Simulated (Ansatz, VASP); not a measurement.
HgTe: VASP beside Ansatz

INCAR

```
ALGO = Normal
EDIFF = 1E-6
ENCUT = 520
GGA = PS
ISIF = 2
ISMEAR = -1
LASPH = T
LCHARG = F
LREAL = F
LWAVE = F
NBANDS = 16
NELM = 80
PREC = Accurate
SIGMA = 0.05
```

Contents of KPOINTS:

```
k-points
0
Gamma
  6 6 6
```

The input POSCAR:

```
HgTe
1.0
    0.0000000000      3.2145000000      3.1823550000
    3.2145000000      0.0000000000      3.1823550000
    3.2145000000      3.2145000000      0.0000000000
Hg Te
1 1
Direct
    0.0000000000      0.0000000000      0.0000000000
    0.7500000000      0.7500000000      0.7500000000
```

File input.yaml:

```yaml
crystal:
  lattice:
    - [0.0, 3.2145, 3.182355]
    - [3.2145, 0.0, 3.182355]
    - [3.2145, 3.2145, 0.0]
  atoms:
    - { symbol: Hg, position: [0.0, 0.0, 0.0] }
    - { symbol: Te, position: [0.75, 0.75, 0.75] }
hamiltonian:
  xc: pbesol
  pseudopotentials: { kind: paw }
kpoints:
  mp_grid: { grid: [6, 6, 6] }
scf:
  occupations: { method: fermi_dirac, width: 0.05 }
output:
  forces: true
  stress: true
  eigenvalues: true
```

Alike in both runs: task single point; functional PBEsol; k mesh 6 × 6 × 6; occupations fermi-dirac, width 0.05 eV; no spin polarisation.

|  | VASP | Ansatz |
| --- | --- | --- |
| version | VASP 6.6.1 | Ansatz 0.2.0 |
| potentials or method | VASP PAW PBE potentials, release 64 (Hg, Te) | Ansatz PAW |
| plane-wave cutoff (eV) | 520 | 420 |
| valence electrons in the cell | 18 | 36 |

```tsv
	VASP	Ansatz	Ansatz less VASP
gap on the k mesh at the Fermi level (eV)	none	none	-
pressure (GPa)	2.5	2.3	-0.13
traceless stress, the component that is largest in VASP (GPa)	0.09	0.09	0.000
```

VASP's potentials were made for PBE, not for PBEsol. A gap of «none» marks a metal or a gap that the smearing closes. VASP's potentials hold 18 valence electrons a cell and Ansatz's 36, so a difference there can come from the potentials and not from the codes.

Neither program's run includes spin-orbit coupling.
